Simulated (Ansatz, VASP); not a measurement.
One calculation of ScGaTe3, two programs

Contents of INCAR:

```
PREC     = Accurate       # precision mode
ENCUT    = 520            # plane-wave cutoff, eV
EDIFF    = 1E-6           # SCF threshold, eV
ISMEAR   = 0              # smearing method
SIGMA    = 0.1            # smearing width, eV
LREAL    = F              # projectors in reciprocal space
LASPH    = T              # aspherical terms in the spheres
NELM     = 60             # most SCF steps
ALGO     = Normal         # electronic algorithm
ISIF     = 2              # what is computed and relaxed
LWAVE    = F              # write WAVECAR
LCHARG   = F              # write CHGCAR
GGA      = PE             # functional
NBANDS   = 29             # bands
```

Contents of KPOINTS:

```
regular mesh
0
Gamma
  3 3 3
```

POSCAR

```
ScGaTe3
1.0
    3.3855790900      1.9546650000      3.3827395700
   -3.3855790900      1.9546650000      3.3827395700
    0.0000000000     -3.9093300000      3.3827395700
Sc Ga Te
1 1 3
Direct
    0.0000000000      0.0000000000      0.0000000000
    0.5000000000      0.5000000000      0.5000000000
    0.0000000000      0.0000000000      0.5000000000
    0.5000000000      0.0000000000      0.0000000000
    0.0000000000      0.5000000000      0.0000000000
```

Input for Ansatz:

```yaml
crystal:
  lattice:
    - [3.38557909, 1.954665, 3.38273957]
    - [-3.38557909, 1.954665, 3.38273957]
    - [0.0, -3.90933, 3.38273957]
  atoms:
    - { symbol: Sc, position: [0.0, 0.0, 0.0] }
    - { symbol: Ga, position: [0.5, 0.5, 0.5] }
    - { symbol: Te, position: [0.0, 0.0, 0.5] }
    - { symbol: Te, position: [0.5, 0.0, 0.0] }
    - { symbol: Te, position: [0.0, 0.5, 0.0] }
basis:
  ecutwfc: 420
kpoints:
  mp_grid: { grid: [3, 3, 3] }
hamiltonian:
  xc: pbe
scf:
  occupations: { method: gaussian, width: 0.1 }
  lower_state_search: "off"
output:
  forces: true
  stress: true
  eigenvalues: true
```

Alike in both runs: task single point; functional PBE; k mesh 3 × 3 × 3; occupations gaussian, width 0.1 eV; no spin polarisation.

```csv
,VASP,Ansatz
version,VASP 6.6.1,Ansatz 0.2.0
potentials or method,"VASP PAW PBE potentials, release 64 (Sc_sv, Ga_d, Te), cutoff 520 eV","scalar-relativistic, plane waves, PAW"
valence electrons in the cell,42,72
```

Ansatz gave:

- gap on the k mesh at the Fermi level (eV): none
- pressure (GPa): 14.8
- traceless stress, the component that is largest in VASP (GPa): 4.45

Which values does VASP return?

gap on the k mesh at the Fermi level (eV): none; pressure (GPa): 14.8; traceless stress, the component that is largest in VASP (GPa): 4.47.

A gap of «none» marks a metal or a gap that the smearing closes. VASP's potentials hold 42 valence electrons a cell and Ansatz's 72, so a difference there can come from the potentials and not from the codes.

The k mesh is coarse, so the values compare programs but aren't converged. Spin-orbit coupling is off throughout.
